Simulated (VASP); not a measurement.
Set up this calculation in VASP 6.6.1, as the native input.

```yaml
Task: single point
Functional: PBE
Dispersion: D3(BJ)
Potentials_or_basis: VASP PAW PBE potentials, release 64 (V_sv)
Cutoff: 500 eV
k_mesh: 13 × 13 × 13
Occupations: fermi-dirac, width 0.02 eV
Spin: collinear spin, ferromagnetic start
Starting_moments: "[1.2, 1.2] μB"
Dipole_correction: no
Further_INCAR_settings: ALGO = Normal; EDIFF = 1e-06; NBANDS = 24
```

The structure of V lies in POSCAR:

```
V
1.0
   -3.0287000000      3.0287000000      3.0287000000
    1.5143500000     -1.5143500000      1.5143500000
    1.5143500000      1.5143500000     -1.5143500000
V
2
Direct
    0.0000000000      0.0000000000      0.0000000000
    0.5000000000      0.0000000000      0.0000000000
```

These files were run (other wordings do the same):

INCAR

```
SYSTEM = V
PREC = Accurate
ENCUT = 500
EDIFF = 1E-6
ISMEAR = -1
SIGMA = 0.02
LREAL = .FALSE.
LASPH = .TRUE.
NELM = 200
ALGO = Normal
ISIF = 2
LWAVE = .FALSE.
LCHARG = .FALSE.
ISPIN = 2
MAGMOM = 1.2 1.2
LORBIT = 11
LMAXMIX = 4
GGA = PE
IVDW = 12
NBANDS = 24
GGA_COMPAT = .FALSE.
```

KPOINTS

```
regular mesh
0
G
  13 13 13
  0 0 0
```

Potentials or basis: VASP PAW PBE potentials, release 64 (V_sv).

Run with:

```console
$ cat potpaw_PBE.64/V_sv/POTCAR > POTCAR
$ mpirun -np 1 vasp_std > vasp.out
```

It gave:

```yaml
Pressure: -13.2 GPa
Band_gap_on_the_k_mesh: zero (filled and empty bands overlap)
Net_moment: 0.00 μB per cell
Valence_electrons_inside_the_program's_atomic_spheres: V 11.60
Dispersion_energy_per_atom: -0.658 eV
```

Caveat: the cell stands under tension.

It took 3.6 min on 1 thread of Intel(R) Xeon(R) Platinum 8488C (Sapphire Rapids), on a shared host, peak memory 0.39 GiB.
